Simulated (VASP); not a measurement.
Write the native input for VASP 6.6.1 that does the following.

| Property | Result |
| --- | --- |
| Task | single point |
| Functional | LDA |
| Potentials or basis | VASP PAW LDA potentials, release 64 (Rh_pv, Al) |
| Cutoff | 500 eV |
| k mesh | 6 × 6 × 6 |
| Occupations | gaussian, width 0.1 eV |
| Spin | no spin polarisation |
| Dipole correction | no |
| Further INCAR settings | ALGO = Normal; EDIFF = 1e-06; NBANDS = 16 |

The structure of AlRh (f.blda) lies in POSCAR:

```
AlRh
1.0
    2.9600000000      0.0000000000      0.0000000000
    0.0000000000      2.9600000000      0.0000000000
    0.0000000000      0.0000000000      2.9600000000
Rh Al
1 1
Direct
    0.0000000000      0.0000000000      0.0000000000
    0.5000000000      0.5000000000      0.5000000000
```

The input as run:

INCAR

```
ALGO     = Normal         # electronic algorithm
EDIFF    = 1E-6           # SCF threshold, eV
ENCUT    = 500            # plane-wave cutoff, eV
GGA_COMPAT= False        
ISIF     = 2              # what is computed and relaxed
ISMEAR   = 0              # smearing method
LASPH    = True           # aspherical terms in the spheres
LCHARG   = True           # write CHGCAR
LELF     = True           # ELF
LREAL    = False          # projectors in reciprocal space
LVHAR    = True         
LWAVE    = False          # write WAVECAR
NBANDS   = 16             # bands
NELM     = 120            # most SCF steps
PREC     = Accurate       # precision mode
SIGMA    = 0.1            # smearing width, eV
```

KPOINTS

```
k-points
0
Gamma
  6 6 6
```

Potentials or basis: VASP PAW LDA potentials, release 64 (Rh_pv, Al).

Run with:

```console
$ cat potpaw_LDA.64/Rh_pv/POTCAR potpaw_LDA.64/Al/POTCAR > POTCAR
$ mpirun -np 1 vasp_std > vasp.out
```

It gave:

- Pressure: -1.7 GPa
- Band gap on the k mesh: zero (band 9 reaches 13.47 eV, above the bottom of band 10 at 11.18 eV)

Run time: 9.4 s on 1 thread of AMD EPYC 7R43 64-Core Processor (Zen 3), on a shared host, peak memory 0.09 GiB.
